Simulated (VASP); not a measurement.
**Si5Ge: single point with PBE**

Si5Ge:

```xyz
6
Lattice="4.9935 0.0000 0.0000 0.0000 3.9348 2.3876 0.0000 -3.9348 2.3876" Properties=species:S:1:pos:R:3 pbc="T T T"
Si    2.4968   -2.6100    2.6603
Si    2.4968    2.6100    2.6603
Si    0.0000    2.6454    2.6694
Si    0.0000   -2.6454    2.6694
Si    2.4968    0.0000    2.6624
Ge    0.0000    0.0000    2.6671
```

The cell was generated, and may not be a known phase.

* Program: VASP 6.6.1
* Task: single point
* Functional: PBE
* Potentials or basis: VASP PAW PBE potentials, release 64 (Si, Ge_d)
* Cutoff: 500 eV
* k mesh: 3 × 4 × 4
* Occupations: gaussian, width 0.2 eV
* Spin: no spin polarisation

| Quantity | Value |
| --- | --- |
| Pressure | 0.1 GPa |
| Largest force | 0.032 eV/Å |
| Band gap on the k mesh | zero (bands 17 and 18 overlap by 3.04 eV) |

Forces in eV/Å, atoms in the order of the input:
```
Si   0.000  0.012  0.007
Si   0.000 -0.012  0.007
Si   0.000 -0.030 -0.010
Si   0.000  0.030 -0.010
Si   0.000  0.000  0.000
Ge   0.000  0.000  0.006
```

Stress tensor (GPa, compression positive):
```
-0.08  0.00  0.00
 0.00  0.71  0.00
 0.00  0.00 -0.24
```

Levels at points of the mesh, in eV from the Fermi level:
| k point | band 14 | band 15 | band 16 | band 17 | band 18 | band 19 |
| --- | --- | --- | --- | --- | --- | --- |
| (0.00, 0.00, 0.00) | -4.56 | -1.61 | -1.60 | -1.22 | -1.15 | -1.03 |
| (0.00, 0.50, 0.00) | -3.05 | -2.39 | -2.29 | 0.19 | 0.24 | 1.59 |
| (0.00, 0.50, 0.50) | -3.20 | -3.15 | -2.92 | 0.34 | 0.34 | 1.35 |

It took 28 s on 1 thread of Intel Xeon 8259CL (shared host), peak memory 0.21 GiB.

Caveat: the k points lie up to 0.42 Å⁻¹ apart, too coarse for converged energies and pressures of a metal.
